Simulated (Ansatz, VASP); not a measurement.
## BN in VASP and in Ansatz

File INCAR:

```
PREC = Accurate ; ENCUT = 520
EDIFF = 1E-7 ; ISMEAR = 0
SIGMA = 0.05 ; LREAL = False
LASPH = True ; NELM = 80
ALGO = Normal ; ISIF = 2
LWAVE = False ; LCHARG = True
GGA = PS ; LELF = True
LVHAR = True ; NBANDS = 16
```

Contents of KPOINTS:

```
regular mesh
0
Gamma
  12 12 4
```

POSCAR

```
BN
1.0
    2.6052679374      0.0000000000      0.0000000000
   -1.3026339687      2.2562282174      0.0000000000
    0.0000000000      0.0000000000      6.8083467008
B N
2 2
Direct
    0.3333333333      0.6666666667      0.2500000000
    0.6666666667      0.3333333333      0.7500000000
    0.3333333333      0.6666666667      0.7500000000
    0.6666666667      0.3333333333      0.2500000000
```

Input for Ansatz:

```yaml
crystal:
  lattice:
    - [2.6052679374, 0.0, 0.0]
    - [-1.3026339687, 2.2562282174, 0.0]
    - [0.0, 0.0, 6.8083467008]
  atoms:
    - { symbol: B, position: [0.3333333333, 0.6666666667, 0.25] }
    - { symbol: B, position: [0.6666666667, 0.3333333333, 0.75] }
    - { symbol: "N", position: [0.3333333333, 0.6666666667, 0.75] }
    - { symbol: "N", position: [0.6666666667, 0.3333333333, 0.25] }
basis:
  ecutwfc: 520.0
kpoints:
  mp_grid: { grid: [12, 12, 4] }
hamiltonian:
  xc: pbesol
  pseudopotentials: { kind: paw, azcp: { folder: soft_1 } }
scf:
  occupations: { method: gaussian, width: 0.05 }
output:
  forces: true
  stress: true
  eigenvalues: true
```

Alike in both runs: task single point; functional PBEsol; k mesh 12 × 12 × 4; occupations gaussian, width 0.05 eV; no spin polarisation.

```csv
,VASP,Ansatz
version,VASP 6.6.1,Ansatz 0.2.0
potentials or method,"VASP PAW PBE potentials, release 64 (B, N), cutoff 520 eV","scalar-relativistic, plane waves, PAW"
valence electrons in the cell,16,16
```

Ansatz gave:

- gap on the k mesh at the Fermi level (eV): 4.01
- least direct gap on the mesh (eV): 4.29
- pressure (GPa): -23.4
- traceless stress, the component that is largest in VASP (GPa): 23.60

Task: Estimate VASP's values.

Result: gap on the k mesh at the Fermi level (eV): 4.01; least direct gap on the mesh (eV): 4.29; pressure (GPa): -23.0; traceless stress, the component that is largest in VASP (GPa): 23.15.

VASP's potentials were made for PBE, not for PBEsol, and Ansatz warns of the same on its side.
